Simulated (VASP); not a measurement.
Wanted: the native input for a VASP 6.6.1 run.

```yaml
Task: single point
Functional: PBEsol
Potentials_or_basis: VASP PAW PBE potentials, release 64 (Nb_sv, B)
Cutoff: 500 eV
k_mesh: 15 × 15 × 12
Occupations: gaussian, width 0.1 eV
Spin: no spin polarisation
Dipole_correction: no
Further_INCAR_settings: ALGO = Normal; EDIFF = 1e-06; NBANDS = 16
```

The structure of NbB2 (v.b) lies in POSCAR:

```
NbB2
1.0
    3.0944092842      0.0000000000      0.0000000000
   -1.5472046421      2.6798370498      0.0000000000
    0.0000000000      0.0000000000      3.2914835549
Nb B
1 2
Direct
    0.0000000000      0.0000000000      0.0000000000
    0.3333333333      0.6666666667      0.5000000000
    0.6666666667      0.3333333333      0.5000000000
```

One way to write it, as run:

INCAR

```
PREC = Accurate
ENCUT = 500
EDIFF = 1E-6
ISMEAR = 0
SIGMA = 0.1
LREAL = F
LASPH = T
NELM = 120
ALGO = Normal
ISIF = 2
LWAVE = F
LCHARG = F
GGA = PS
NBANDS = 16
GGA_COMPAT = F
```

KPOINTS

```
regular mesh
0
Gamma
  15 15 12
```

Potentials or basis: VASP PAW PBE potentials, release 64 (Nb_sv, B).

Command:

```bash
$ cat potpaw_PBE.64/Nb_sv/POTCAR potpaw_PBE.64/B/POTCAR > POTCAR
$ mpirun -np 1 vasp_std > vasp.out
```

Results of the run:

| Item | Value |
| --- | --- |
| Pressure | -0.2 GPa |

Caveat: the PAW data sets were made with another functional, which shifts forces and pressure a little.

It took 76 s on 1 thread of AMD EPYC 7R43 64-Core Processor (Zen 3), on a shared host, peak memory 0.16 GiB.
